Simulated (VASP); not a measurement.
**InBi3O: relaxation of cell and atoms with PBE**

The system is InBi3O.

```
In Bi O
1.0
     5.01322    0.00000    0.00000
     0.00000    5.01322    0.00000
     0.00000    0.00000    5.01322
In Bi O
1 3 1
Direct
  0.00000 0.00000 0.00000
  0.00000 0.50000 0.50000
  0.50000 0.00000 0.50000
  0.50000 0.50000 0.00000
  0.50000 0.50000 0.50000
```

```json
{"Program": "VASP 6.6.1", "Task": "relaxation of cell and atoms", "Functional": "PBE", "Potentials or basis": "VASP PAW PBE potentials, release 64 (In_d, Bi_d, O)", "Cutoff": "600 eV", "k mesh": "6 × 6 × 6", "Occupations": "gaussian, width 0.1 eV", "Spin": "no spin polarisation", "Dipole correction": "no", "Further INCAR settings": "ALGO = Fast; EDIFF = 1e-06; IBRION = 2; EDIFFG = -0.01; NSW = 100; ISIF = 3"}
```

```json
{
  "Relaxed volume": "25.91 Å³/atom",
  "Relaxed cell": "a = 5.060 Å, b = 5.060 Å, c = 5.060 Å, α = 90.00°, β = 90.00°, γ = 90.00°",
  "Space group after relaxing (to 0.1 Å)": "Pm-3m (No. 221)",
  "Energy gained by relaxing": "3.7 meV/atom",
  "Ionic steps": "3",
  "Pressure after relaxing": "0.0 GPa",
  "Band gap on the k mesh": "zero (bands 32 and 33 overlap by 1.18 eV)"
}
```

Step by step:
```csv
step,energy change (eV),largest force (eV/Å),pressure (GPa),volume (Å³)
1,0.0000,0.0000,1.69,125.99
2,-0.0160,0.0000,-0.57,130.90
3,-0.0183,0.0000,0.01,129.56
```

Final structure:
```
CELL_PARAMETERS angstrom
5.06012 0.00000 0.00000
0.00000 5.06012 0.00000
0.00000 0.00000 5.06012
ATOMIC_POSITIONS crystal
In 0.00000 0.00000 0.00000
Bi 0.00000 0.50000 0.50000
Bi 0.50000 0.00000 0.50000
Bi 0.50000 0.50000 0.00000
O 0.50000 0.50000 0.50000
```

Levels at points of the mesh, in eV from the Fermi level:
```
           k point  band 29  band 30  band 31  band 32  band 33  band 34  band 35  band 36
(0.00, 0.00, 0.00)    -1.74    -1.74    -1.74     0.45     0.45     0.45     4.07     4.07
(0.50, 0.00, 0.00)    -1.75    -1.75    -0.83    -0.40    -0.40     0.88     1.69     1.71
(0.50, 0.50, 0.00)    -1.84    -1.84    -0.93    -0.93    -0.72    -0.51     1.25     2.72
(0.50, 0.50, 0.50)    -2.77    -2.77    -2.77    -2.01     2.83     2.83     3.29     3.29
```

It took 3.7 min on 1 thread of Oxide Virtual Turin-like Processor (shared host), peak memory 0.28 GiB.

Caveat: spin-orbit coupling is left out, which moves the levels of the heavy elements.
